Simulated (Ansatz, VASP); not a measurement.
La: VASP beside Ansatz

```
CELL_PARAMETERS angstrom
3.69932 0.00000 0.00000
-1.84966 3.20371 0.00000
0.00000 0.00000 5.98796
ATOMIC_POSITIONS crystal
La 0.33333 0.66667 0.25000
La 0.66667 0.33333 0.75000
```

Change from the starting cell: volume scaled by 0.96.

Alike in both runs: task single point; functional LDA; k mesh 11 × 11 × 6; occupations fermi-dirac, width 0.05 eV; no spin polarisation.

|  | VASP | Ansatz |
| --- | --- | --- |
| version | VASP 6.6.1 | Ansatz 0.2.0 |
| potentials or method | VASP PAW LDA potentials, release 64 (La), cutoff 520 eV | all-electron LAPW, scalar-relativistic |

Ansatz gave:

| Item | Value |
| --- | --- |
| pressure (GPa) | -2.1 |

Q: Which values does VASP return?

A: Pressure (GPa): -2.2.

LDA's correlation is that of Perdew and Zunger in VASP and of Perdew and Wang (1992) in Ansatz. Ansatz ran all-electron here, and VASP with PAW potentials.

Spin-orbit coupling is off throughout.
